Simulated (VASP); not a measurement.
Write the native input for VASP 6.6.1 that does the following.

| Property | Result |
| --- | --- |
| Task | electric field gradients |
| Functional | PBE |
| Potentials or basis | VASP PAW PBE potentials, release 64 (Li_sv) |
| Cutoff | 520 eV |
| k mesh | 15 × 15 × 8 |
| Occupations | fermi-dirac, width 0.08 eV |
| Spin | no spin polarisation |
| Dipole correction | no |
| Further INCAR settings | ALGO = Normal; EDIFF = 1e-08; NBANDS = 10 |

The structure of Li lies in POSCAR:

```
Li
1.0
    3.1110021516      0.0000000000      0.0000000000
   -1.5555010758      2.6942068945      0.0000000000
    0.0000000000      0.0000000000      5.0930000000
Li
2
Direct
    0.3333333333      0.6666666667      0.2500000000
    0.6666666667      0.3333333333      0.7500000000
```

This isn't the form of Li at room conditions, which is bcc.

The input as run:

INCAR

```
ALGO = Normal ; EDIFF = 1E-8
ENCUT = 520 ; GGA = PE
ISIF = 2 ; ISMEAR = -1
LASPH = True ; LCHARG = False
LEFG = True ; LREAL = False
LWAVE = False ; NBANDS = 10
NELM = 60 ; PREC = Accurate
SIGMA = 0.08
```

KPOINTS

```
k-points
0
Gamma
  15 15 8
```

Potentials or basis: VASP PAW PBE potentials, release 64 (Li_sv).

Command:

```bash
$ cat potpaw_PBE.64/Li_sv/POTCAR > POTCAR
$ mpirun -np 1 vasp_std > vasp.out
```

It gave:

| Property | Result |
| --- | --- |
| Band gap on the k mesh | zero (bands 3 and 4 overlap by 4.51 eV) |
| Largest electric field gradient by atom | under 0.05 V/Å² on every atom |

Run time: 42 s on 1 thread of Intel Xeon 8259CL (shared host), peak memory 0.18 GiB.
